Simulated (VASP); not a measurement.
# TiAl (P1) in VASP: a series of runs

Runs on TiAl. Level: PBEsol. Tasks: single point.

All numbers are computed with VASP 6.6.1; they aren't measurements. Logs are shortened: lines on timing, memory, paths and dates and some standing lists are left out, and cuts for length are marked.

### Step 1. The cell of the first run

The typed cell holds 2 atoms: a = 2.867 Å, b = 2.867 Å, c = 4.678 Å, α = 90.00°, β = 90.00°, γ = 120.00°.

### Step 2. Single point, PBEsol (atom 1 (Ti) moved by (+0.600, -0.300) A along [1 1 0] and z)

Input file INCAR:

```
PREC = Accurate
ENCUT = 520
EDIFF = 1E-6
ISMEAR = 0
SIGMA = 0.15
LREAL = False
LASPH = True
NELM = 100
ALGO = Fast
ISIF = 2
LWAVE = False
LCHARG = True
GGA = PS
LELF = True
LVHAR = True
NBANDS = 14
```

Input file KPOINTS:

```
Automatic mesh
0
Gamma
  18 18 10
```

Input file POSCAR:

```
TiAl
1.0
    2.8672622327      0.0000000000      0.0000000000
   -1.4336311163      2.4831219328      0.0000000000
    0.0000000000      0.0000000000      4.6780830000
Ti Al
1 1
Direct
    0.2333979206      0.1708591363     -0.0641288323
    0.3333333333      0.6666666667      0.5000000000
```

Potentials or basis: VASP PAW PBE potentials, release 64 (Ti_sv, Al).

Run with:

```
> cat potpaw_PBE.64/Ti_sv/POTCAR potpaw_PBE.64/Al/POTCAR > POTCAR
> mpirun -np 1 vasp_std > vasp.out
```

OUTCAR:

```text
PREC = Accurate
   ENCUT = 520
   EDIFF = 1E-6
   ISMEAR = 0
   LREAL = False
   LASPH = True
   NELM = 100
   ISIF = 2
   GGA = PS

 ion  position               nearest neighbor table
   1  0.233  0.171  0.936-   2 2.42   2 2.60   2 2.94   2 3.03   2 3.09
   2  0.333  0.667  0.500-   1 2.42   1 2.60   1 2.94   1 3.03   1 3.09

  LATTYP: Found a hexagonal cell.
 ALAT       =     2.8672622327
 C/A-ratio  =     1.6315504549

  Lattice vectors:

 A1 = (   2.8672622327,   0.0000000000,   0.0000000000)
 A2 = (  -1.4336311163,   2.4831219328,   0.0000000000)
 A3 = (   0.0000000000,   0.0000000000,   4.6780830000)

Analysis of symmetry for initial positions (statically):
=====================================================================
 Subroutine PRICEL returns:
 Original cell was already a primitive cell.

 Routine SETGRP: Setting up the symmetry group for a
 hexagonal supercell.

 Subroutine GETGRP returns: Found  1 space group operations
 (whereof  1 operations were pure point group operations)
 out of a pool of 24 trial point group operations.

The static configuration has the point symmetry C_1 .

Analysis of symmetry for dynamics (positions and initial velocities):
=====================================================================
 Subroutine PRICEL returns:
 Original cell was already a primitive cell.

 Routine SETGRP: Setting up the symmetry group for a
 hexagonal supercell.

 Subroutine GETGRP returns: Found  1 space group operations
 (whereof  1 operations were pure point group operations)
 out of a pool of 24 trial point group operations.

The dynamic configuration has the point symmetry C_1 .

 Subroutine INISYM returns: Found  1 space group operations
 (whereof  1 operations are pure point group operations),
 and found     1 'primitive' translations

----------------------------------------------------------------------------------------

                                     Primitive cell

  volume of cell :      33.3068

  direct lattice vectors                    reciprocal lattice vectors
     2.867262233  0.000000000  0.000000000     0.348764751  0.201359423  0.000000000
    -1.433631116  2.483121933  0.000000000     0.000000000  0.402718846  0.000000000
     0.000000000  0.000000000  4.678083000     0.000000000  0.000000000  0.213762774

  length of vectors
     2.867262233  2.867262233  4.678083000     0.402718846  0.402718846  0.213762774

  position of ions in fractional coordinates (direct lattice)
     0.233397921  0.170859136  0.935871168
     0.333333333  0.666666667  0.500000000

  ion indices of the primitive-cell ions
   primitive index   ion index
                 1           1
                 2           2

----------------------------------------------------------------------------------------

 KPOINTS: Automatic mesh

Automatic generation of k-mesh.
 Grid dimensions read from file:
 generate k-points for:   18   18   10

 Generating k-lattice:

  Cartesian coordinates                     Fractional coordinates (reciprocal lattice)
     0.019375820  0.011186635  0.000000000     0.055555556  0.000000000  0.000000000
     0.000000000  0.022373269  0.000000000     0.000000000  0.055555556  0.000000000
     0.000000000  0.000000000  0.021376277     0.000000000  0.000000000  0.100000000

  Length of vectors
     0.022373269  0.022373269  0.021376277

  Shift w.r.t. Gamma in fractional coordinates (k-lattice)
     0.000000000  0.000000000  0.000000000

 Subroutine IBZKPT returns following result:
 ===========================================

 Found   1624 irreducible k-points:

 Following reciprocal coordinates:
            Coordinates               Weight
  0.000000  0.000000  0.000000      1.000000
  0.055556 -0.000000  0.000000      2.000000
  0.000000  0.055556  0.000000      2.000000
 -0.055556  0.055556  0.000000      2.000000
  0.111111 -0.000000  0.000000      2.000000
  0.000000  0.111111  0.000000      2.000000
[... 16 lines left out ...]
  0.444444 -0.000000  0.000000      2.000000
  0.000000  0.444444  0.000000      2.000000
 [... further k-points ...]
   k-points           NKPTS =   1624   k-points in BZ     NKDIM =   1624   number of bands    NBANDS=     14
   number of dos      NEDOS =    301   number of ions     NIONS =      2
   total plane-waves  NPLWV =  20736
   dimension x,y,z NGX =    24 NGY =   24 NGZ =   36
   dimension x,y,z NGXF=    48 NGYF=   48 NGZF=   72
   ions per type =               1   1
   NGX,Y,Z   is equivalent  to a cutoff of  13.92, 13.92, 12.79 a.u.
   NGXF,Y,Z  is equivalent  to a cutoff of  27.83, 27.83, 25.59 a.u.
 SYSTEM =  unknown system
   PREC   = accura    normal or accurate (medium, high low for compatibility)
   ISTART =      0    job   : 0-new  1-cont  2-samecut
   ICHARG =      2    charge: 1-file 2-atom 10-const
   ISPIN  =      1    spin polarized calculation?
   LNONCOLLINEAR =      F non collinear calculations
   LSORBIT =      F    spin-orbit coupling
   LASPH  =      T    aspherical Exc in radial PAW
   ENCUT  =  520.0 eV  38.22 Ry    6.18 a.u.   5.33  5.33  8.70*2*pi/ulx,y,z
   NELM   =    100;   NELMIN=  2; NELMDL= -5     # of ELM steps
   EDIFF  = 0.1E-05   stopping-criterion for ELM
   LREAL  =      F    real-space projection
   EDIFFG = 0.1E-04   stopping-criterion for IOM
   NSW    =      0    number of steps for IOM
   IBRION =     -1    ionic relax: 0-MD 1-quasi-New 2-CG
   NFREE  =      0    steps in history (QN), initial steepest desc. (CG)
   ISIF   =      2    stress and relaxation
   ISYM   =      2    0-nonsym 1-usesym 2-fastsym
   POTIM  = 0.5000    time-step for ionic-motion
   TEBEG  =    0.0;   TEEND  =   0.0 temperature during run
   PSTRESS=    0.0 pullay stress
   NELECT =      15.0000    total number of electrons
   NUPDOWN=      -1.0000    fix difference up-down
   EMIN   =  10.00;   EMAX   =-10.00  energy-range for DOS
   EFERMI =   0.00;   METHOD = LEGACY
   ISMEAR =     0;   SIGMA  =   0.15  broadening in eV -4-tet -1-fermi 0-gaus
   EFERMI_NEDOS =   21; number of points for ismear=-14 and -15
   IALGO  =     68    algorithm
   IMIX   =      4    mixing-type and parameters
     AMIX     =   0.40;   BMIX     =  1.00
     AMIX_MAG =   1.60;   BMIX_MAG =  1.00
  volume/ion in A,a.u.               =      16.65       112.38
  Fermi-wavevector in a.u.,A,eV,Ry     =   1.254857  2.371335 21.424622  1.574665
  Thomas-Fermi vector in A             =   2.388641
   LORBIT       =      0    0 simple, 1 ext, 2 COOP (PROOUT), +10 PAW based schemes
   GGA     = PS    functional components
   LHFCALC =     F    Hartree Fock is set to
   AEXX    =    0.0000 exact exchange contribution
   IVDW    =     0    specifies the selected vdW correction
   LEPSILON=     F    determine dielectric tensor
   LRPA    =     F    only Hartree local field effects (RPA)
 non-spin polarized calculation
 RMM-DIIS sequential band-by-band and
 Gauss-broadening in eV      SIGMA  =   0.15
  energy-cutoff  :      520.00
  volume of cell :       33.31
 maximum number of plane-waves:       917
 NGX is ok and might be reduce to    24
   NGX = 11   NGY = 11   NGZ = 17

 number of electron      15.0000002 magnetization

 Free energy of the ion-electron system (eV)
  ---------------------------------------------------
  ext. energy  EPLUGINS =         0.00000000
  ---------------------------------------------------
  free energy    TOTEN  =       -12.35155691 eV

  energy without entropy =      -12.32501924  energy(sigma->0) =      -12.33828807

 E-fermi :   7.7267     XC(G=0): -10.9891

 val. band max:        7.7257466748   @ k =   0.3333   0.3889  -0.4000
 cond. band min:       7.7270667152   @ k =   0.1667   0.0556   0.4000
 fundamental gap:      0.0013200403
 Fermi energy:         7.7266926802

 k-point     1 :       0.0000    0.0000    0.0000
  band No.  band energies     occupation
      1     -48.4785      2.00000
      2     -24.9172      2.00000
      3     -24.5087      2.00000
      4     -24.4751      2.00000
      5      -1.1495      2.00000
      6       5.2932      2.00000
      7       6.2103      2.00000
      8       8.9497      0.00000
      9       9.0386      0.00000
     10      10.3040      0.00000
     11      10.5728      0.00000
     12      11.5459      0.00000
     13      20.2542      0.00000
     14      20.6873      0.00000

 k-point     2 :       0.0556   -0.0000    0.0000
  band No.  band energies     occupation
      1     -48.4756      2.00000
      2     -24.9143      2.00000
      3     -24.5268      2.00000
      4     -24.4793      2.00000
      5      -1.0734      2.00000
      6       5.3714      2.00000
      7       6.2300      2.00000
      8       8.8725      0.00000
      9       9.1013      0.00000
     10      10.2801      0.00000
     11      10.5763      0.00000
     12      11.5625      0.00000
     13      19.3797      0.00000
     14      19.9171      0.00000

 k-point     3 :       0.0000    0.0556    0.0000
  band No.  band energies     occupation
      1     -48.4756      2.00000
      2     -24.9142      2.00000
      3     -24.5166      2.00000
      4     -24.4898      2.00000
      5      -1.0726      2.00000
      6       5.3712      2.00000
      7       6.2170      2.00000
      8       8.9280      0.00000
      9       9.0464      0.00000
     10      10.3190      0.00000
     11      10.5582      0.00000
     12      11.5667      0.00000
     13      19.3021      0.00000
     14      19.8891      0.00000
[... 324 lines left out ...]
 k-point    23 :       0.4444   -0.0000    0.0000
  band No.  band energies     occupation
      1     -48.3840      2.00000
      2     -25.0763      2.00000
      3     -24.8240      2.00000
      4     -24.6064      2.00000
      5       3.2648      2.00000
      6       5.3256      2.00000
      7       6.6464      2.00000
      8       7.0098      2.00000
      9       9.6328      0.00000
     10      11.2896      0.00000
     11      11.6193      0.00000
     12      11.9198      0.00000
     13      12.8812      0.00000
     14      15.8202      0.00000

 k-point    24 :       0.0000    0.4444    0.0000
  band No.  band energies     occupation
      1     -48.3833      2.00000
      2     -25.0589      2.00000
      3     -24.8206      2.00000
      4     -24.6343      2.00000
      5       3.3107      2.00000
      6       5.3821      2.00000
      7       6.4022      2.00000
      8       6.7833      2.00000
      9       9.8547      0.00000
     10      11.6016      0.00000
     11      11.7031      0.00000
     12      12.2696      0.00000
     13      12.7842      0.00000
     14      16.0236      0.00000

 [... further k-points ...]
[... 5 lines left out ...]
  --------------------------------------------------------------------------------------
  -------------------------------------------------------------------------------------
  Total       -1.1481715      1.2663026      2.1513085     -1.6216368     -1.0003712      0.1242497
  in kB      -55.2311318     60.9136594    103.4855935    -78.0064978    -48.1214129      5.9768535
  external PRESSURE =      36.3893737 kB  Pullay stress =       0.0000000 kB

 VOLUME and BASIS-vectors are now :
 -----------------------------------------------------------------------------
  energy-cutoff  :      520.00
  volume of cell :       33.31
      direct lattice vectors                 reciprocal lattice vectors
     2.867262233  0.000000000  0.000000000     0.348764751  0.201359423  0.000000000
    -1.433631116  2.483121933  0.000000000     0.000000000  0.402718846  0.000000000
     0.000000000  0.000000000  4.678083000     0.000000000  0.000000000  0.213762774

 POSITION                                       TOTAL-FORCE (eV/Angst)
 -----------------------------------------------------------------------------------
      0.42426      0.42426      4.37808         0.086085     -0.899157      2.567237
     -0.00000      1.65541      2.33904        -0.086085      0.899157     -2.567237
 -----------------------------------------------------------------------------------
    total drift:                               -0.000087     -0.000278      0.004122

  FREE ENERGIE OF THE ION-ELECTRON SYSTEM (eV)
  ---------------------------------------------------
  free  energy   TOTEN  =       -12.3515569093 eV

  energy  without entropy=      -12.3250192400  energy(sigma->0) =      -12.33828807
```

Wall time 9.3 min (1 thread of Intel Xeon 6975P-C (Granite Rapids), shared host); peak memory 0.83 GiB.

Results:

* Free energy: -12.3516 eV
* Pressure: 3.6 GPa
* Largest force: 2.722 eV/Å

Forces in eV/Å, atoms in the order of the input:
```
Ti   0.086 -0.899  2.567
Al  -0.086  0.899 -2.567
```

Levels at points of the mesh, in eV from the Fermi level:
```tsv
k point	band 5	band 6	band 7	band 8	band 9	band 10	band 11	band 12
(0.00, 0.00, 0.00)	-8.88	-2.43	-1.52	1.22	1.31	2.58	2.85	3.82
(0.50, 0.00, 0.00)	-3.72	-3.09	-1.01	-0.89	1.89	3.61	4.01	4.47
(0.00, 0.50, 0.00)	-3.68	-2.99	-1.37	-1.05	2.11	3.99	4.05	4.73
(0.50, 0.50, 0.00)	-3.68	-3.00	-1.32	-1.05	2.09	3.99	4.06	4.60
(0.00, 0.00, 0.50)	-8.01	-5.14	-0.46	1.26	1.33	2.52	2.79	6.79
(0.50, 0.00, 0.50)	-3.68	-2.53	-1.63	0.83	1.12	1.73	2.64	4.01
(0.00, 0.50, 0.50)	-3.72	-2.63	-1.48	0.42	0.98	1.90	3.06	4.00
(0.50, 0.50, 0.50)	-3.72	-2.61	-1.52	0.48	0.97	1.89	3.04	4.00
```

Caveat: the cell differs from its parent crystal (atom 1 (Ti) moved by (+0.600, -0.300) A along [1 1 0] and z); the PAW data sets were made with another functional, which shifts forces and pressure a little.

### Step 3. Single point, PBEsol (atom 1 (Ti) moved by (-0.600, -0.600) A along [1 1 0] and z)

Input file INCAR:

```
  ALGO = Fast
  EDIFF = 1E-6
  ENCUT = 520
  GGA = PS
  ISIF = 2
  ISMEAR = 0
  LASPH = T
  LCHARG = F
  LREAL = F
  LWAVE = F
  NBANDS = 14
  NELM = 60
  PREC = Accurate
  SIGMA = 0.15
```

Input file KPOINTS:

```
k-points
0
Gamma
  18 18 10
```

POSCAR, as its differences from that of step 2:

```diff
@@ -8,3 +8,3 @@
 Direct
-    0.2333979206      0.1708591363     -0.0641288323
+   -0.2333979206     -0.1708591363     -0.1282576645
     0.3333333333      0.6666666667      0.5000000000
```

Potentials or basis: VASP PAW PBE potentials, release 64 (Ti_sv, Al).

Run with:

```
> cat potpaw_PBE.64/Ti_sv/POTCAR potpaw_PBE.64/Al/POTCAR > POTCAR
> mpirun -np 1 vasp_std > vasp.out
```

It took 31 min on 1 thread of Oxide Virtual Turin-like, shared host; peak memory 0.79 GiB.

Results (log left out):

```yaml
Free_energy: -10.5604 eV
Pressure: 20.2 GPa
Largest_force: 8.220 eV/Å
```

Forces in eV/Å, atoms in the order of the input:
```
Ti   3.379  1.473  7.347
Al  -3.379 -1.473 -7.347
```

Stress tensor (GPa, compression positive):
```
18.74  8.22 23.76
 8.22 -4.12 10.46
23.76 10.46 46.12
```

Levels at points of the mesh, in eV from the Fermi level:
```
           k point  band 6  band 7  band 8  band 9  band 10  band 11
(0.00, 0.00, 0.00)   -2.71   -0.91    1.07    1.18     2.31     2.68
(0.50, 0.00, 0.00)   -3.32   -1.17   -0.79    1.82     4.04     4.13
(0.00, 0.50, 0.00)   -3.47   -1.24   -0.52    1.61     4.04     4.22
(0.50, 0.50, 0.00)   -3.40   -1.20   -0.68    1.75     4.03     4.20
(0.00, 0.00, 0.50)   -4.89   -0.50    1.08    1.20     2.35     2.62
(0.50, 0.00, 0.50)   -2.85   -1.28    0.68    1.20     1.67     2.94
(0.00, 0.50, 0.50)   -2.83   -1.35    0.88    1.18     1.58     2.91
(0.50, 0.50, 0.50)   -2.82   -1.36    0.81    1.16     1.67     2.97
```

Caveat: the cell differs from its parent crystal (atom 1 (Ti) moved by (-0.600, -0.600) A along [1 1 0] and z); the PAW data sets were made with another functional, which shifts forces and pressure a little.
